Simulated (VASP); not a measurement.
BaTiO3: single point with PBE

The system is BaTiO3.

```
Ba Ti O
1.0
     3.92567    0.00000    0.00000
     0.00000    3.92567    0.00000
     0.00000    0.00000    4.13748
Ba Ti O
1 1 3
Direct
  0.50000 0.50000 0.58652
  0.00000 0.00000 0.10440
  0.00000 0.50000 0.06115
  0.50000 0.00000 0.06115
  0.00000 0.00000 0.54677
```

This cell differs from its parent crystal: equal strain along all axes, cell held: -1.5 %, then relaxed in part.

```
Program                : VASP 6.6.1
Task                   : single point
Functional             : PBE
Potentials or basis    : VASP PAW PBE potentials, release 64 (Ba_sv, Ti_sv, O)
Cutoff                 : 520 eV
k mesh                 : 8 × 8 × 6
Occupations            : gaussian, width 0.02 eV
Spin                   : no spin polarisation
Dipole correction      : no
Further INCAR settings : ALGO = Normal; EDIFF = 1e-06; NBANDS = 28
```

```
Pressure               : 8.3 GPa
Largest force          : 0.066 eV/Å
Band gap on the k mesh : 1.84 eV, indirect (least direct gap 2.37 eV)
```

Forces in eV/Å, atoms in the order of the input:
```
Ba   0.000  0.000 -0.041
Ti   0.000  0.000 -0.066
O    0.000  0.000  0.021
O    0.000  0.000  0.021
O    0.000  0.000  0.065
```

Stress tensor (GPa, compression positive):
```
9.40 0.00 0.00
0.00 9.40 0.00
0.00 0.00 6.03
```

Levels at points of the mesh, in eV from the valence-band top:
| k point | band 16 | band 17 | band 18 | band 19 | band 20 | band 21 | band 22 | band 23 | band 24 | band 25 |
| --- | --- | --- | --- | --- | --- | --- | --- | --- | --- | --- |
| (0.00, 0.00, 0.00) | -1.60 | -1.39 | -0.77 | -0.53 | -0.53 | 1.84 | 2.36 | 2.36 | 4.27 | 4.30 |
| (0.50, 0.00, 0.00) | -2.10 | -2.06 | -1.81 | -1.46 | -1.22 | 2.47 | 3.62 | 3.70 | 4.22 | 5.90 |
| (0.50, 0.50, 0.00) | -3.09 | -1.96 | -1.05 | -1.05 | -0.07 | 3.73 | 3.73 | 4.12 | 4.38 | 7.74 |
| (0.00, 0.00, 0.50) | -2.11 | -2.06 | -2.06 | -0.74 | -0.74 | 1.97 | 3.52 | 3.52 | 4.26 | 6.10 |
| (0.50, 0.00, 0.50) | -2.79 | -1.83 | -1.16 | -1.09 | -0.48 | 3.54 | 3.67 | 3.89 | 5.08 | 7.42 |
| (0.50, 0.50, 0.50) | -2.54 | -2.54 | -0.40 | -0.40 | 0.00 | 4.15 | 4.15 | 4.31 | 6.28 | 6.53 |

Wall time 3 min on 1 thread of Intel Xeon 8259CL (shared host), peak memory 0.25 GiB.

Caveat: the cell differs from its parent crystal (equal strain along all axes, cell held: -1.5 %, then relaxed in part); spin-orbit coupling is left out, which moves the levels of the heavy elements. A k mesh can miss the band edges.
